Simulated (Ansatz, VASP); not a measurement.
**Two plane-wave programs on MgHgBr3**

```
Mg Hg Br
1.0
     5.40640    0.00000    0.00000
    -2.70320    4.68208    0.00000
     0.00000    0.00000    7.02120
Mg Hg Br
1 1 3
Direct
  0.00000 0.00000 0.50000
  0.00000 0.00000 0.00000
  0.35683 0.00000 0.00000
  0.00000 0.35683 0.00000
  0.64317 0.64317 0.00000
```

Alike in both runs: task single point; functional PBE; k mesh 6 × 6 × 4; occupations gaussian, width 0.1 eV; no spin polarisation.

```csv
,VASP,Ansatz
version,VASP 6.6.1,Ansatz 0.2.0
potentials or method,"VASP PAW PBE potentials, release 64 (Mg, Hg, Br), cutoff 520 eV","scalar-relativistic, plane waves, PAW"
valence electrons in the cell,35,51
```

```tsv
	VASP	Ansatz	Ansatz less VASP
gap on the k mesh at the Fermi level (eV)	none	none	-
rms of the force components (eV/Å)	10.282	9.879	-0.4031
```

Atom by atom the forces differ by 0.403 eV/Å (rms over components). A gap of «none» marks a metal or a gap that the smearing closes. VASP's potentials hold 35 valence electrons a cell and Ansatz's 51, so a difference there can come from the potentials and not from the codes.

Spin-orbit coupling is off throughout.
